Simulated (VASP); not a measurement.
A run of VASP 6.6.1 is set up as follows.

File INCAR:

```
PREC = Accurate ; ENCUT = 520
EDIFF = 1E-6 ; ISMEAR = 0
SIGMA = 0.1 ; LREAL = F
LASPH = T ; NELM = 100
ALGO = Normal ; ISIF = 2
LWAVE = F ; LCHARG = F
GGA = PE ; NBANDS = 24
```

File KPOINTS:

```
Automatic mesh
0
Gamma
  24 24 10
```

File POSCAR:

```
TaN
1.0
    2.9627735516      0.0000000000      0.0000000000
   -1.4813867758      2.5658371613      0.0000000000
    0.0000000000      0.0000000000      5.5599547796
Ta N
2 2
Direct
    0.0000000000      0.0000000000      0.0000000000
    0.0000000000      0.0000000000      0.5000000000
    0.3333333335      0.6666666665      0.2500000000
    0.6666666665      0.3333333335      0.7500000000
```

Potentials or basis: VASP PAW PBE potentials, release 64 (Ta_pv, N).

Launch:

```sh
$ cat potpaw_PBE.64/Ta_pv/POTCAR potpaw_PBE.64/N/POTCAR > POTCAR
$ mpirun -np 1 vasp_std > vasp.out
```

Task: What does it give for the band gap on the k mesh?

Result: Zero (bands 16 and 17 overlap by 1.10 eV).

Task: Predict the pressure.

Result: 15.7 GPa.

Stress tensor (GPa, compression positive):
```
 0.81  0.00  0.00
 0.00  0.81  0.00
 0.00  0.00 45.38
```

Caveat: the cell differs from its parent crystal (uniaxial strain along c: -6.0 %, then relaxed in part); the cell stands under pressure; spin-orbit coupling is left out, which moves the levels of the heavy elements.
